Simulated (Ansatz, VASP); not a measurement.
Two plane-wave programs on Cd

```
Cd
1.0
     0.00000    2.28413    2.25415
     2.16399    0.00000    2.25415
     2.16399    2.28413    0.00000
Cd
1
Direct
  0.00000 0.00000 0.00000
```

Change from the starting cell: normal strain along x -0.0400, normal strain along y +0.0133.

Alike in both runs: task single point; functional PBE; k mesh 18 × 18 × 18; occupations gaussian, width 0.15 eV; no spin polarisation.

|  | VASP | Ansatz |
| --- | --- | --- |
| version | VASP 6.6.1 | Ansatz 0.2.0 |
| potentials or method | VASP PAW PBE potentials, release 64 (Cd), cutoff 520 eV | scalar-relativistic, plane waves, PAW |
| valence electrons in the cell | 12 | 20 |

VASP gave:

```
gap on the k mesh at the Fermi level (eV)                     : none
pressure (GPa)                                                : 1.5
traceless stress, the component that is largest in VASP (GPa) : 0.80
```

Problem. Estimate Ansatz's values.

Solution. gap on the k mesh at the Fermi level (eV): none; pressure (GPa): 1.1; traceless stress, the component that is largest in VASP (GPa): 0.79.

A gap of «none» marks a metal or a gap that the smearing closes. VASP's potentials hold 12 valence electrons a cell and Ansatz's 20, so a difference there can come from the potentials and not from the codes.
